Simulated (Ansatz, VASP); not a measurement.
# One calculation of Sb, two programs

File INCAR:

```
PREC = Accurate
ENCUT = 520
EDIFF = 1E-6
ISMEAR = -1
SIGMA = 0.05
LREAL = False
LASPH = True
NELM = 100
ALGO = Normal
ISIF = 2
LWAVE = False
LCHARG = False
GGA = CA
NBANDS = 18
```

Contents of KPOINTS:

```
Automatic mesh
0
Gamma
  7 7 7
```

Contents of POSCAR:

```
Sb
1.0
   -4.0830431818      4.0830431818      2.0521409013
    4.0830431818     -4.0830431818      2.0521409013
    4.0830431818      4.0830431818     -2.0521409013
Sb
4
Direct
    0.6512630600      0.1512630600      0.8025261200
    0.1512630600      0.3487369400      0.5000000000
    0.3487369400      0.8487369400      0.1974738800
    0.8487369400      0.6512630600      0.5000000000
```

The input input.yaml:

```yaml
crystal:
  lattice:
    - [-4.0830431818, 4.0830431818, 2.0521409013]
    - [4.0830431818, -4.0830431818, 2.0521409013]
    - [4.0830431818, 4.0830431818, -2.0521409013]
  atoms:
    - { symbol: Sb, position: [0.65126306, 0.15126306, 0.80252612] }
    - { symbol: Sb, position: [0.15126306, 0.34873694, 0.5] }
    - { symbol: Sb, position: [0.34873694, 0.84873694, 0.19747388] }
    - { symbol: Sb, position: [0.84873694, 0.65126306, 0.5] }
hamiltonian:
  xc: lda
  pseudopotentials: { kind: paw }
kpoints:
  mp_grid: { grid: [7, 7, 7] }
scf:
  occupations: { method: fermi_dirac, width: 0.05 }
output:
  forces: true
  stress: true
  eigenvalues: true
  write_density: true
  write_potential: true
  elf: true
  volumetric_format: npy
```

Alike in both runs: task single point; functional LDA; k mesh 7 × 7 × 7; occupations fermi-dirac, width 0.05 eV; no spin polarisation.

|  | VASP | Ansatz |
| --- | --- | --- |
| version | VASP 6.6.1 | Ansatz 0.2.0 |
| potentials or method | VASP PAW LDA potentials, release 64 (Sb) | Ansatz PAW |
| plane-wave cutoff (eV) | 520 | 420 |
| valence electrons in the cell | 20 | 60 |

|  | VASP | Ansatz | Ansatz less VASP |
| --- | --- | --- | --- |
| gap on the k mesh at the Fermi level (eV) | none | none | - |
| pressure (GPa) | -3.4 | -3.5 | -0.09 |
| traceless stress, the component that is largest in VASP (GPa) | -0.51 | -0.55 | -0.039 |
| rms of the force components (eV/Å) | 0.058 | 0.056 | -0.0015 |

LDA's correlation is that of Perdew and Zunger in VASP and of Perdew and Wang (1992) in Ansatz. Atom by atom the forces differ by 0.002 eV/Å (rms over components). A gap of «none» marks a metal or a gap that the smearing closes. VASP's potentials hold 20 valence electrons a cell and Ansatz's 60, so a difference there can come from the potentials and not from the codes.

Spin-orbit coupling is off throughout.
